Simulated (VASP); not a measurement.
# Te2Mo in VASP: settings compared, part 3 of 3

VASP 6.6.1.

**6. Single point, BLYP**

This run uses another cell than the first one.

File INCAR:

```
SYSTEM = Te2Mo
PREC     = Accurate       ! precision mode
ENCUT    = 520            ! plane-wave cutoff, eV
EDIFF    = 1E-6           ! SCF threshold, eV
ISMEAR   = -1             ! smearing method
SIGMA    = 0.05           ! smearing width, eV
LREAL    = .False.        ! projectors in reciprocal space
LASPH    = .True.         ! aspherical terms in the spheres
NELM     = 60             ! most SCF steps
ALGO     = Normal         ! electronic algorithm
ISIF     = 2              ! what is computed and relaxed
LWAVE    = .False.        ! write WAVECAR
LCHARG   = .False.        ! write CHGCAR
GGA      = B5             ! functional
ALDAX    = 1.0          
AGGAX    = 1.0          
AGGAC    = 1.0          
ALDAC    = 0.0          
NBANDS   = 35             ! bands
```

File KPOINTS:

```
regular mesh
0
Gamma
  4 8 1
  0 0 0
```

File POSCAR:

```
Te2Mo
1.0
    6.4037401044      0.0000000000      0.0000000000
    0.0000000000      3.5034527586      0.0000000000
   -0.0863090623      0.0000000000     36.4154728842
Te Mo
4 2
Direct
    0.4292511000      0.7500000000      0.5407035800
    0.5707489000      0.2500000000      0.4592964200
    0.9208478700      0.2500000000      0.5565273200
    0.0791521300      0.7500000000      0.4434726800
    0.1813475600      0.2500000000      0.4974653700
    0.8186524400      0.7500000000      0.5025346300
```

Potentials or basis: VASP PAW PBE potentials, release 64 (Te, Mo_sv).

Launch:

```bash
cat potpaw_PBE.64/Te/POTCAR potpaw_PBE.64/Mo_sv/POTCAR > POTCAR
mpirun -np 1 vasp_std > vasp.out
```

OUTCAR:

```text
SYSTEM = Te2Mo
   PREC = Accurate
   ENCUT = 520
   EDIFF = 1E-6
   ISMEAR = -1
   LREAL = .False.
   LASPH = .True.
   NELM = 60
   ISIF = 2
   GGA = B5

 ion  position               nearest neighbor table
   1  0.429  0.750  0.541-   5 2.84   5 2.84   6 2.86   2 3.56   2 3.56   3 3.65   3 3.65
   2  0.571  0.250  0.459-   6 2.84   6 2.84   5 2.86   1 3.56   1 3.56   4 3.65   4 3.65
   3  0.921  0.250  0.557-   6 2.71   6 2.71   5 2.73   1 3.65   1 3.65
   4  0.079  0.750  0.443-   5 2.71   5 2.71   6 2.73   2 3.65   2 3.65
   5  0.181  0.250  0.497-   4 2.71   4 2.71   3 2.73   1 2.84   1 2.84   2 2.86   6 2.92   6 2.92

   6  0.819  0.750  0.503-   3 2.71   3 2.71   4 2.73   2 2.84   2 2.84   1 2.86   5 2.92   5 2.92

  LATTYP: Found a simple monoclinic cell.
 ALAT       =     6.4037401044
 B/A-ratio  =     0.5470947761
 C/A-ratio  =     5.6866104139
 COS(beta)  =    -0.0023701139

  Lattice vectors:

 A1 = (   6.4037401044,   0.0000000000,   0.0000000000)
 A2 = (   0.0000000000,   3.5034527586,   0.0000000000)
 A3 = (  -0.0863090623,   0.0000000000,  36.4154728842)

Analysis of symmetry for initial positions (statically):
=====================================================================
 Subroutine PRICEL returns:
 Original cell was already a primitive cell.

 Routine SETGRP: Setting up the symmetry group for a
 simple monoclinic supercell.

 Subroutine GETGRP returns: Found  4 space group operations
 (whereof  2 operations were pure point group operations)
 out of a pool of  4 trial point group operations.

The static configuration has the point symmetry S_2 .
 The point group associated with its full space group is C_2h.

Analysis of symmetry for dynamics (positions and initial velocities):
=====================================================================
 Subroutine PRICEL returns:
 Original cell was already a primitive cell.

 Routine SETGRP: Setting up the symmetry group for a
 simple monoclinic supercell.

 Subroutine GETGRP returns: Found  4 space group operations
 (whereof  2 operations were pure point group operations)
 out of a pool of  4 trial point group operations.

The dynamic configuration has the point symmetry S_2 .
 The point group associated with its full space group is C_2h.

 Subroutine INISYM returns: Found  4 space group operations
 (whereof  2 operations are pure point group operations),
 and found     1 'primitive' translations

----------------------------------------------------------------------------------------

                                     Primitive cell

  volume of cell :     816.9885

  direct lattice vectors                    reciprocal lattice vectors
     6.403740104  0.000000000  0.000000000     0.156158742  0.000000000  0.000370115
     0.000000000  3.503452759  0.000000000     0.000000000  0.285432706  0.000000000
    -0.086309062  0.000000000 36.415472884     0.000000000  0.000000000  0.027460854

  length of vectors
     6.403740104  3.503452759 36.415575165     0.156159181  0.285432706  0.027460854

  position of ions in fractional coordinates (direct lattice)
[... 46 lines left out ...]
  0.500000  0.000000  0.000000      1.000000
  0.000000  0.125000  0.000000      2.000000
  0.250000  0.125000  0.000000      4.000000
  0.500000  0.125000  0.000000      2.000000
  0.000000  0.250000  0.000000      2.000000
  0.250000  0.250000  0.000000      4.000000
  0.500000  0.250000  0.000000      2.000000
  0.000000  0.375000  0.000000      2.000000
  0.250000  0.375000  0.000000      4.000000
  0.500000  0.375000  0.000000      2.000000
  0.000000  0.500000  0.000000      1.000000
  0.250000  0.500000  0.000000      2.000000
  0.500000  0.500000  0.000000      1.000000
   k-points           NKPTS =     15   k-points in BZ     NKDIM =     15   number of bands    NBANDS=     35
   number of dos      NEDOS =    301   number of ions     NIONS =      6
   total plane-waves  NPLWV = 376320
   dimension x,y,z NGX =    48 NGY =   28 NGZ =  280
   dimension x,y,z NGXF=    96 NGYF=   56 NGZF=  560
   ions per type =               4   2
   NGX,Y,Z   is equivalent  to a cutoff of  12.46, 13.29, 12.78 a.u.
   NGXF,Y,Z  is equivalent  to a cutoff of  24.92, 26.57, 25.57 a.u.
 SYSTEM =  Te2Mo
   PREC   = accura    normal or accurate (medium, high low for compatibility)
   ISTART =      0    job   : 0-new  1-cont  2-samecut
   ICHARG =      2    charge: 1-file 2-atom 10-const
   ISPIN  =      1    spin polarized calculation?
   LNONCOLLINEAR =      F non collinear calculations
   LSORBIT =      F    spin-orbit coupling
   LASPH  =      T    aspherical Exc in radial PAW
   ENCUT  =  520.0 eV  38.22 Ry    6.18 a.u.  11.91  6.51 67.71*2*pi/ulx,y,z
   NELM   =     60;   NELMIN=  2; NELMDL= -5     # of ELM steps
   EDIFF  = 0.1E-05   stopping-criterion for ELM
   LREAL  =      F    real-space projection
   EDIFFG = 0.1E-04   stopping-criterion for IOM
   NSW    =      0    number of steps for IOM
   IBRION =     -1    ionic relax: 0-MD 1-quasi-New 2-CG
   NFREE  =      0    steps in history (QN), initial steepest desc. (CG)
   ISIF   =      2    stress and relaxation
   ISYM   =      2    0-nonsym 1-usesym 2-fastsym
   POTIM  = 0.5000    time-step for ionic-motion
   TEBEG  =    0.0;   TEEND  =   0.0 temperature during run
   PSTRESS=    0.0 pullay stress
   NELECT =      52.0000    total number of electrons
   NUPDOWN=      -1.0000    fix difference up-down
   EMIN   =  10.00;   EMAX   =-10.00  energy-range for DOS
   EFERMI =   0.00;   METHOD = LEGACY
   ISMEAR =    -1;   SIGMA  =   0.05  broadening in eV -4-tet -1-fermi 0-gaus
   EFERMI_NEDOS =   21; number of points for ismear=-14 and -15
   IALGO  =     38    algorithm
   IMIX   =      4    mixing-type and parameters
     AMIX     =   0.40;   BMIX     =  1.00
     AMIX_MAG =   1.60;   BMIX_MAG =  1.00
  volume/ion in A,a.u.               =     136.16       918.89
  Fermi-wavevector in a.u.,A,eV,Ry     =   0.653638  1.235197  5.812989  0.427243
  Thomas-Fermi vector in A             =   1.723942
   LORBIT       =      0    0 simple, 1 ext, 2 COOP (PROOUT), +10 PAW based schemes
   GGA     = B5    functional components
   LHFCALC =     F    Hartree Fock is set to
   AEXX    =    0.0000 exact exchange contribution
   IVDW    =     0    specifies the selected vdW correction
   LEPSILON=     F    determine dielectric tensor
   LRPA    =     F    only Hartree local field effects (RPA)
 non-spin polarized calculation
  energy-cutoff  :      520.00
  volume of cell :      816.99
 maximum number of plane-waves:     22075
 NGX is ok and might be reduce to    48
   NGX = 23   NGY = 13   NGZ =135

 number of electron      52.0000003 magnetization

 Free energy of the ion-electron system (eV)
  ---------------------------------------------------
  ext. energy  EPLUGINS =         0.00000000
  ---------------------------------------------------
  free energy    TOTEN  =       -30.55892870 eV

  energy without entropy =      -30.55079886  energy(sigma->0) =      -30.55486378

 E-fermi :  -1.9858     XC(G=0):  -2.1323

 val. band max:       -2.1454192207   @ k =   0.0000   0.1250   0.0000
 cond. band min:      -1.9801363045   @ k =   0.0000   0.1250   0.0000
 fundamental gap:      0.1652829162
 Fermi energy:        -1.9858244367

 k-point     1 :       0.0000    0.0000    0.0000
  band No.  band energies     occupation
      1     -62.8309      2.00000
      2     -62.7771      2.00000
      3     -37.1893      2.00000
      4     -37.1480      2.00000
      5     -37.0830      2.00000
      6     -36.9944      2.00000
[... 559 lines left out ...]
     34       1.3272      0.00000
     35       2.5751      0.00000

------------------------ aborting loop because EDIFF is reached ----------------------------------------

  FORCE on cell =-STRESS in cart. coord.  units (eV):
  Direction    XX          YY          ZZ          XY          YZ          ZX
  --------------------------------------------------------------------------------------
  -------------------------------------------------------------------------------------
  Total        4.4813825      4.6738875      3.4762815      0.0000000      0.0000000     -0.1360063
  in kB        8.7883365      9.1658537      6.8172559      0.0000000      0.0000000     -0.2667188
  external PRESSURE =       8.2571487 kB  Pullay stress =       0.0000000 kB

 VOLUME and BASIS-vectors are now :
 -----------------------------------------------------------------------------
  energy-cutoff  :      520.00
  volume of cell :      816.99
      direct lattice vectors                 reciprocal lattice vectors
     6.403740104  0.000000000  0.000000000     0.156158742  0.000000000  0.000370115
     0.000000000  3.503452759  0.000000000     0.000000000  0.285432706  0.000000000
    -0.086309062  0.000000000 36.415472884     0.000000000  0.000000000  0.027460854

 POSITION                                       TOTAL-FORCE (eV/Angst)
 -----------------------------------------------------------------------------------
      2.70214      2.62759     19.68998        -0.004453      0.000000      0.393052
      3.61529      0.87586     16.72550         0.004453     -0.000000     -0.393052
      5.84884      0.87586     20.26621        -0.025903     -0.000000      0.568215
      0.46859      2.62759     16.14927         0.025903      0.000000     -0.568215
      1.11837      0.87586     18.11544         0.093285     -0.000000      0.002936
      5.19906      2.62759     18.30004        -0.093285     -0.000000     -0.002936
 -----------------------------------------------------------------------------------
    total drift:                                0.000000     -0.000000     -0.000000

  FREE ENERGIE OF THE ION-ELECTRON SYSTEM (eV)
  ---------------------------------------------------
  free  energy   TOTEN  =       -30.5589287024 eV

  energy  without entropy=      -30.5507988564  energy(sigma->0) =      -30.55486378
```

Wall time 12 min (1 thread of Intel Xeon 6975P-C (Granite Rapids), shared host); peak memory 0.94 GiB.

Results:

```yaml
Free_energy: -30.5589 eV
Largest_force: 0.569 eV/Å
Band_gap_on_the_k_mesh: zero (bands 26 and 27 overlap by 0.15 eV)
```

Forces on the atoms (eV/Å):
```
Te  -0.004  0.000  0.393
Te   0.004  0.000 -0.393
Te  -0.026  0.000  0.568
Te   0.026  0.000 -0.568
Mo   0.093  0.000  0.003
Mo  -0.093  0.000 -0.003
```

Levels at points of the mesh, in eV from the Fermi level:
| k point | band 24 | band 25 | band 26 | band 27 | band 28 | band 29 |
| --- | --- | --- | --- | --- | --- | --- |
| (0.00, 0.00, 0.00) | -0.60 | -0.29 | 0.16 | 0.64 | 0.99 | 1.66 |
| (0.50, 0.00, 0.00) | -0.77 | -0.77 | -0.65 | 0.14 | 1.02 | 1.43 |
| (0.00, 0.50, 0.00) | -1.55 | -1.35 | -1.35 | 1.13 | 1.13 | 1.42 |
| (0.50, 0.50, 0.00) | -1.65 | -0.78 | -0.78 | 1.04 | 1.04 | 1.85 |

Caveat: there is no dipole correction, which matters where the two faces differ; the PAW data sets were made with another functional, which shifts forces and pressure a little; spin-orbit coupling is left out, which moves the levels of the heavy elements.

**7. The runs side by side**

```csv
level,cell,gap on the mesh (eV),largest force (eV/Å)
PBEsol+D3(BJ),"a = 6.278, b = 3.311, c = 36.159 Å, angles 90.0, 89.9, 90.0°, 6 atoms, atomic positions A",none,0.03
r2SCAN+D3(BJ),"a = 6.404, b = 3.503, c = 36.416 Å, angles 90.0, 90.1, 90.0°, 6 atoms, atomic positions B",none,0.32
BLYP,"a = 6.319, b = 3.457, c = 35.933 Å, angles 90.0, 90.1, 90.0°, 6 atoms, atomic positions B",none,1.25
BLYP,"a = 6.362, b = 3.480, c = 36.176 Å, angles 90.0, 90.1, 90.0°, 6 atoms, atomic positions B",none,0.89
BLYP,"a = 6.404, b = 3.503, c = 36.416 Å, angles 90.0, 90.1, 90.0°, 6 atoms, atomic positions B",none,0.57
```

Alike in all rows: task single point; potentials or basis VASP PAW PBE potentials, release 64 (Te, Mo_sv); no spin polarisation; k mesh 4 × 8 × 1; cutoff (eV) 520; smearing fermi-dirac 0.05 eV.

Caveats: there is no dipole correction, which matters where the two faces differ; the PAW data sets were made with another functional, which shifts forces and pressure a little; spin-orbit coupling is left out, which moves the levels of the heavy elements.

Total energies depend on the potentials used, so only differences within one code and one set of settings carry meaning.

The gap in the log of VASP goes by the Fermi energy; the results here count the filled bands.